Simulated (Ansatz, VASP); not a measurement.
**One calculation of InAs, two programs**

The input INCAR:

```
PREC = Accurate
ENCUT = 500
EDIFF = 1E-6
ISMEAR = 0
SIGMA = 0.1
LREAL = False
LASPH = True
NELM = 120
ALGO = Normal
ISIF = 2
LWAVE = False
LCHARG = False
GGA = PS
NBANDS = 16
GGA_COMPAT = False
```

KPOINTS

```
regular mesh
0
Gamma
  12 12 12
```

File POSCAR:

```
InAs
1.0
    0.0000000000      3.0180000000      3.0180000000
    3.0180000000      0.0000000000      3.0180000000
    3.0180000000      3.0180000000      0.0000000000
In As
1 1
Direct
    0.0000000000      0.0000000000      0.0000000000
    0.2500000000      0.2500000000      0.2500000000
```

Input for Ansatz:

```yaml
crystal:
  lattice:
    - [0.0, 3.018, 3.018]
    - [3.018, 0.0, 3.018]
    - [3.018, 3.018, 0.0]
  atoms:
    - { symbol: In, position: [0.0, 0.0, 0.0] }
    - { symbol: As, position: [0.25, 0.25, 0.25] }
basis:
  ecutwfc: 420
kpoints:
  mp_grid: { grid: [12, 12, 12] }
hamiltonian:
  xc: pbesol
scf:
  occupations: { method: gaussian, width: 0.1 }
output:
  forces: true
  stress: true
  eigenvalues: true
  populations: true
```

Alike in both runs: task single point; functional PBEsol; k mesh 12 × 12 × 12; occupations gaussian, width 0.1 eV; no spin polarisation.

|  | VASP | Ansatz |
| --- | --- | --- |
| version | VASP 6.6.1 | Ansatz 0.2.0 |
| potentials or method | VASP PAW PBE potentials, release 64 (In_d, As), cutoff 500 eV | scalar-relativistic, plane waves, PAW |
| valence electrons in the cell | 18 | 28 |

|  | VASP | Ansatz | Ansatz less VASP |
| --- | --- | --- | --- |
| gap on the k mesh at the Fermi level (eV) | none | none | - |
| pressure (GPa) | 1.6 | 1.5 | -0.10 |

VASP's potentials were made for PBE, not for PBEsol. A gap of «none» marks a metal or a gap that the smearing closes. VASP's potentials hold 18 valence electrons a cell and Ansatz's 28, so a difference there can come from the potentials and not from the codes.
